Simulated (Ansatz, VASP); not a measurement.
## Ni in VASP and in Ansatz

INCAR

```
  PREC = Accurate
  ENCUT = 520
  EDIFF = 1E-6
  ISMEAR = -1
  SIGMA = 0.1
  LREAL = False
  LASPH = True
  NELM = 150
  ALGO = Normal
  ISIF = 2
  LWAVE = False
  LCHARG = False
  ISPIN = 2
  MAGMOM = 2 2
  LORBIT = 11
  LMAXMIX = 4
  GGA = PE
  NBANDS = 21
  ISYM = 0
```

KPOINTS

```
Automatic mesh
0
Gamma
  12 7 10
```

Contents of POSCAR:

```
Ni
1.0
    0.0000000000     -1.7584000000     -1.7584000000
   -3.5168000000     -1.7584000000     -1.7584000000
    0.0000000000      1.7584000000     -1.7584000000
Ni
2
Direct
    0.0000000000      0.0000000000      0.0000000000
    0.0000000000      0.5000000000      0.5000000000
```

Input for Ansatz:

```yaml
crystal:
  lattice:
    - [0.0, -1.7584, -1.7584]
    - [-3.5168, -1.7584, -1.7584]
    - [0.0, 1.7584, -1.7584]
  atoms:
    - { symbol: Ni, position: [0.0, 0.0, 0.0], spin: 2.0 }
    - { symbol: Ni, position: [0.0, 0.5, 0.5], spin: 2.0 }
  symmetry: { detect: false, time_reversal: true }
magnetization:
  spin_polarized: true
hamiltonian:
  xc: pbe
  pseudopotentials: { kind: paw }
basis:
  ecutwfc: 420
kpoints:
  mp_grid: { grid: [12, 7, 10] }
scf:
  occupations: { method: fermi_dirac, width: 0.1 }
output:
  forces: true
  stress: true
```

Alike in both runs: task single point; functional PBE; k mesh 12 × 7 × 10; occupations fermi-dirac, width 0.1 eV; collinear spin.

```csv
,VASP,Ansatz
version,VASP 6.6.1,Ansatz 0.2.0
potentials or method,"VASP PAW PBE potentials, release 64 (Ni), cutoff 520 eV","PAW, plane waves, scalar-relativistic"
valence electrons in the cell,20,36
```

|  | VASP | Ansatz | Ansatz less VASP |
| --- | --- | --- | --- |
| pressure (GPa) | 0.6 | 0.7 | +0.13 |
| traceless stress, the component that is largest in VASP (GPa) | 0.05 | 0.05 | +0.002 |
| net moment per atom (μB) | 0.62 | 0.64 | +0.015 |
| size of the moment on the site where the two differ most (μB) | 0.64 | 0.68 | +0.041 |

Site moments also hang on the region over which each program counts them. VASP's potentials hold 20 valence electrons a cell and Ansatz's 36, so a difference there can come from the potentials and not from the codes.
